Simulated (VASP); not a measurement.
Set up this calculation in VASP 6.6.1, as the native input.

| Quantity | Value |
| --- | --- |
| Task | single point |
| Functional | PBEsol |
| Potentials or basis | VASP PAW PBE potentials, release 64 (Ti_sv) |
| Cutoff | 520 eV |
| k mesh | 18 × 18 × 20 |
| Occupations | gaussian, width 0.15 eV |
| Spin | no spin polarisation |
| Dipole correction | no |
| Further INCAR settings | ALGO = Fast; EDIFF = 1e-06; NBANDS = 19; ISYM = 0 |

The structure of Ti lies in POSCAR:

```
Ti
1.0
    0.0000000000     -2.0300000000     -2.0300000000
   -2.0300000000      0.0000000000     -2.0300000000
    2.0300000000      2.0300000000     -4.0600000000
Ti
2
Direct
    0.4957343568      0.4957343568      0.5127984050
    0.0042656432      0.0042656432     -0.0127984050
```

This cell differs from its parent crystal: atoms displaced along a vibrational mode.

The input as run:

INCAR

```
SYSTEM = Ti
PREC     = Accurate       ! precision mode
ENCUT    = 520            ! plane-wave cutoff, eV
EDIFF    = 1E-6           ! SCF threshold, eV
ISMEAR   = 0              ! smearing method
SIGMA    = 0.15           ! smearing width, eV
LREAL    = .FALSE.        ! projectors in reciprocal space
LASPH    = .TRUE.         ! aspherical terms in the spheres
NELM     = 80             ! most SCF steps
ALGO     = Fast           ! electronic algorithm
ISIF     = 2              ! what is computed and relaxed
LWAVE    = .FALSE.        ! write WAVECAR
LCHARG   = .FALSE.        ! write CHGCAR
GGA      = PS             ! functional
NBANDS   = 19             ! bands
ISYM     = 0
```

KPOINTS

```
regular mesh
0
G
  18 18 20
  0 0 0
```

Potentials or basis: VASP PAW PBE potentials, release 64 (Ti_sv).

Command:

```bash
$ cat potpaw_PBE.64/Ti_sv/POTCAR > POTCAR
$ mpirun -np 1 vasp_std > vasp.out
```

Results of the run:

The pressure is 0.1 GPa, the largest force is 0.429 eV/Å and the band gap on the k mesh is zero (bands 12 and 13 overlap by 1.41 eV).

Caveat: the cell differs from its parent crystal (atoms displaced along a vibrational mode); the PAW data sets were made with another functional, which shifts forces and pressure a little.

It took 2.5 h on 1 thread of Oxide Virtual Turin-like Processor, on a shared host, peak memory 1.5 GiB.
